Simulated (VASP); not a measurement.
A run of VASP 6.6.1 is set up as follows.

File INCAR:

```
ALGO     = Normal         # electronic algorithm
EDIFF    = 1E-6           # SCF threshold, eV
EDIFFG   = -0.01          # ionic threshold
ENCUT    = 600            # plane-wave cutoff, eV
IBRION   = 2              # ionic algorithm
ISIF     = 3              # what is computed and relaxed
ISMEAR   = 0              # smearing method
LASPH    = T              # aspherical terms in the spheres
LCHARG   = F              # write CHGCAR
LREAL    = F              # projectors in reciprocal space
LWAVE    = F              # write WAVECAR
NELM     = 80             # most SCF steps
NSW      = 80             # ionic steps
PREC     = Accurate       # precision mode
SIGMA    = 0.05           # smearing width, eV
```

The input KPOINTS:

```
k-points
0
Gamma
  16 16 8
```

File POSCAR:

```
Zr
1.0
    3.2300000000      0.0000000000      0.0000000000
   -1.6150000000      2.7972620542      0.0000000000
    0.0000000000      0.0000000000      5.1453900000
Zr
2
Direct
    0.3333333333      0.6666666667      0.7500000000
    0.6666666667      0.3333333333      0.2500000000
```

Potentials or basis: VASP PAW LDA potentials, release 64 (Zr_sv).

Command:

```bash
$ cat potpaw_LDA.64/Zr_sv/POTCAR > POTCAR
$ mpirun -np 1 vasp_std > vasp.out
```

Predict the relaxed cell.

a = 3.148 Å, b = 3.148 Å, c = 5.082 Å, α = 90.00°, β = 90.00°, γ = 120.00°.

Estimate the relaxed volume.

21.81 Å³/atom.

The path:
```
step  energy change (eV)  largest force (eV/Å)  pressure (GPa)  volume (Å³)
   1              0.0000                0.0000           -5.88        46.49
   2              0.0042                0.0000            7.21        40.99
   3             -0.0538                0.0000           -0.06        43.71
   4             -0.0538                0.0000            0.06        43.65
   5             -0.0549                0.0000            0.03        43.63
   6             -0.0552                0.0000            0.02        43.61
```
